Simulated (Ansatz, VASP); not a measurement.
One calculation of C, two programs

The input INCAR:

```
SYSTEM = C
PREC = Accurate ; ENCUT = 520
EDIFF = 1E-7 ; ISMEAR = 0
SIGMA = 0.05 ; LREAL = .FALSE.
LASPH = .TRUE. ; NELM = 80
ALGO = Normal ; ISIF = 2
LWAVE = .FALSE. ; LCHARG = .FALSE.
GGA = PE ; NBANDS = 11
```

Contents of KPOINTS:

```
Automatic mesh
0
G
  12 12 12
  0 0 0
```

The input POSCAR:

```
C
1.0
    0.0000000000      1.7571264532      1.8889109372
    1.7571264532      0.0000000000      1.8889109372
    1.7571264532      1.7571264532      0.0000000000
C
2
Direct
    0.5000000000      0.5000000000      0.5000000000
    0.7500000000      0.7500000000      0.7500000000
```

Input for Ansatz:

```yaml
crystal:
  lattice:
    - [0.0, 1.7571264532, 1.8889109372]
    - [1.7571264532, 0.0, 1.8889109372]
    - [1.7571264532, 1.7571264532, 0.0]
  atoms:
    - { symbol: C, position: [0.5, 0.5, 0.5] }
    - { symbol: C, position: [0.75, 0.75, 0.75] }
basis:
  ecutwfc: 520.0
kpoints:
  mp_grid: { grid: [12, 12, 12] }
hamiltonian:
  xc: pbe
  pseudopotentials: { kind: paw, azcp: { folder: soft_1 } }
scf:
  occupations: { method: gaussian, width: 0.05 }
output:
  forces: true
  stress: true
  eigenvalues: true
```

Alike in both runs: task single point; functional PBE; k mesh 12 × 12 × 12; occupations gaussian, width 0.05 eV; no spin polarisation.

|  | VASP | Ansatz |
| --- | --- | --- |
| version | VASP 6.6.1 | Ansatz 0.2.0 |
| potentials or method | VASP PAW PBE potentials, release 64 (C), cutoff 520 eV | scalar-relativistic, plane waves, PAW |
| valence electrons in the cell | 8 | 8 |

Ansatz gave:

```
gap on the k mesh at the Fermi level (eV)                     : 3.21
least direct gap on the mesh (eV)                             : 4.88
pressure (GPa)                                                : -9.6
traceless stress, the component that is largest in VASP (GPa) : -46.63
```

Which values does VASP return?

gap on the k mesh at the Fermi level (eV): 3.20; least direct gap on the mesh (eV): 4.88; pressure (GPa): -9.1; traceless stress, the component that is largest in VASP (GPa): -46.63.
